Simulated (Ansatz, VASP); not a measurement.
**Two plane-wave programs on MgCd3O**

File INCAR:

```
SYSTEM = MgCd3O
ALGO = Normal
EDIFF = 1E-7
EDIFFG = -0.01
ENCUT = 600
GGA = PE
GGA_COMPAT = .FALSE.
IBRION = 2
ISIF = 3
ISMEAR = 0
LASPH = .TRUE.
LCHARG = .FALSE.
LREAL = .FALSE.
LWAVE = .FALSE.
NELM = 120
NELMIN = 4
NSW = 100
PREC = Accurate
SIGMA = 0.1
```

Contents of KPOINTS:

```
k-points
0
G
  10 10 6
  0 0 0
```

File POSCAR:

```
MgCd3O
1.0
    4.1005635223      0.0000000000      0.0000000000
    0.0000000000      4.1005635223      0.0000000000
    0.0000000000      0.0000000000      7.6338431488
Mg Cd O
1 3 1
Direct
    0.5000000000      0.5000000000      0.6221183054
    0.5000000000      0.0000000000      0.9104792637
    0.0000000000      0.5000000000      0.9104792637
    0.5000000000      0.5000000000      0.2565504396
    0.0000000000      0.0000000000      1.0671233574
```

Input for Ansatz:

```yaml
crystal:
  lattice:
    - [4.1005635223, 0.0, 0.0]
    - [0.0, 4.1005635223, 0.0]
    - [0.0, 0.0, 7.6338431488]
  atoms:
    - { symbol: Mg, position: [0.5, 0.5, 0.6221183054] }
    - { symbol: Cd, position: [0.5, 0.0, 0.9104792637] }
    - { symbol: Cd, position: [0.0, 0.5, 0.9104792637] }
    - { symbol: Cd, position: [0.5, 0.5, 0.2565504396] }
    - { symbol: O, position: [0.0, 0.0, 1.0671233574] }
basis:
  ecutwfc: 420
kpoints:
  mp_grid: { grid: [10, 10, 6] }
hamiltonian:
  xc: pbe
scf:
  occupations: { method: gaussian, width: 0.1 }
output:
  forces: true
  stress: true
  eigenvalues: true
  write_density: true
  write_potential: true
  elf: true
  volumetric_format: npy
relax:
  adjacent_minimum: "off"
  f_tol: 0.01
  max_steps: 80
  cell: { stress_tol: 0.05 }
```

Alike in both runs: task relaxation of cell and atoms; functional PBE; k mesh 10 × 10 × 6; occupations gaussian, width 0.1 eV; no spin polarisation.

|  | VASP | Ansatz |
| --- | --- | --- |
| version | VASP 6.6.1 | Ansatz 0.2.0 |
| potentials or method | VASP PAW PBE potentials, release 64 (Mg, Cd, O), cutoff 600 eV | scalar-relativistic, plane waves, PAW |
| valence electrons in the cell | 44 | 76 |

VASP gave:

```
gap on the k mesh at the Fermi level, each at its own relaxed structure (eV)  : none
relaxed volume (Å³/atom)                                                      : 25.56
relaxed length of the cell vector where the two differ most in proportion (Å) : 7.594
```

Problem. Estimate Ansatz's values.

Solution. gap on the k mesh at the Fermi level, each at its own relaxed structure (eV): none; relaxed volume (Å³/atom): 25.59; relaxed length of the cell vector where the two differ most in proportion (Å): 7.607.

A gap of «none» marks a metal or a gap that the smearing closes. VASP's potentials hold 44 valence electrons a cell and Ansatz's 76, so a difference there can come from the potentials and not from the codes.
